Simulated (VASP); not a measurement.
KF: single point with r2SCAN

The system is KF.

```
K F
1.0
     0.00000    2.67350    2.80717
     2.67350    0.00000    2.80717
     2.67350    2.67350    0.00000
K F
1 1
Direct
  0.00000 0.00000 0.00000
  0.50000 0.50000 0.50000
```

This cell differs from its parent crystal: strain +0.000 along x and y, +0.050 along z.

| Item | Value |
| --- | --- |
| Program | VASP 6.6.1 |
| Task | single point |
| Functional | r2SCAN |
| Potentials or basis | VASP PAW PBE potentials, release 64 (K_sv, F) |
| Cutoff | 520 eV |
| k mesh | 8 × 8 × 8 |
| Occupations | gaussian, width 0.05 eV |
| Spin | no spin polarisation |
| Dipole correction | no |
| Further INCAR settings | ALGO = Normal; EDIFF = 1e-06; NBANDS = 15 |

The pressure is -1.8 GPa and the band gap on the k mesh is 6.54 eV.

Stress tensor (GPa, compression positive):
```
-1.18  0.00  0.00
 0.00 -1.18  0.00
 0.00  0.00 -3.13
```

Levels at points of the mesh, in eV from the valence-band top:
| k point | band 6 | band 7 | band 8 | band 9 | band 10 | band 11 |
| --- | --- | --- | --- | --- | --- | --- |
| (0.00, 0.00, 0.00) | -0.05 | 0.00 | 0.00 | 6.54 | 11.12 | 11.40 |
| (0.50, 0.00, 0.00) | -0.73 | -0.32 | -0.32 | 9.44 | 10.84 | 12.54 |
| (0.50, 0.50, 0.00) | -0.31 | -0.05 | -0.05 | 8.83 | 10.92 | 11.70 |
| (0.50, 0.00, 0.50) | -0.21 | -0.12 | -0.06 | 8.65 | 10.93 | 12.14 |

Wall time 2.7 min on 1 thread of Intel Xeon 8259CL, on a shared host, peak memory 0.19 GiB.

Caveat: the cell differs from its parent crystal (strain +0.000 along x and y, +0.050 along z); the PAW data sets were made with another functional, which shifts forces and pressure a little. A k mesh can miss the band edges.
